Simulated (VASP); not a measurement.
A run of VASP 6.6.1 is set up as follows.

The input INCAR:

```
SYSTEM = ZnO
PREC     = Accurate       ! precision mode
ENCUT    = 520            ! plane-wave cutoff, eV
EDIFF    = 1E-7           ! SCF threshold, eV
ISMEAR   = -1             ! smearing method
SIGMA    = 0.02           ! smearing width, eV
LREAL    = .FALSE.        ! projectors in reciprocal space
LASPH    = .TRUE.         ! aspherical terms in the spheres
NELM     = 100            ! most SCF steps
ALGO     = Normal         ! electronic algorithm
ISIF     = 2              ! what is computed and relaxed
LWAVE    = .FALSE.        ! write WAVECAR
LCHARG   = .TRUE.         ! write CHGCAR
GGA      = PE             ! functional
LELF     = .TRUE.         ! ELF
LVHAR    = .TRUE.       
NBANDS   = 26             ! bands
```

The input KPOINTS:

```
Automatic mesh
0
G
  12 12 6
  0 0 0
```

POSCAR

```
ZnO
1.0
    3.3324010929      0.0000000000      0.0000000000
   -1.6662005465      2.8859440020      0.0000000000
    0.0000000000      0.0000000000      5.3672803865
Zn O
2 2
Direct
    0.3333333333      0.6666666667     -0.0023477533
    0.6666666667      0.3333333333      0.4976522467
    0.3333333333      0.6666666667      0.3773477533
    0.6666666667      0.3333333333      0.8773477533
```

Potentials or basis: VASP PAW PBE potentials, release 64 (Zn, O).

Launch:

```sh
$ cat potpaw_PBE.64/Zn/POTCAR potpaw_PBE.64/O/POTCAR > POTCAR
$ mpirun -np 1 vasp_std > vasp.out
```

Q: Predict the pressure.

A: -4.6 GPa.

Q: What does it give for the largest force?

A: 0.004 eV/Å.

Stress tensor (GPa, compression positive):
```
-4.71  0.00  0.00
 0.00 -4.71  0.00
 0.00  0.00 -4.46
```

Caveat: the cell differs from its parent crystal (strain +3.0%); the cell stands under tension.
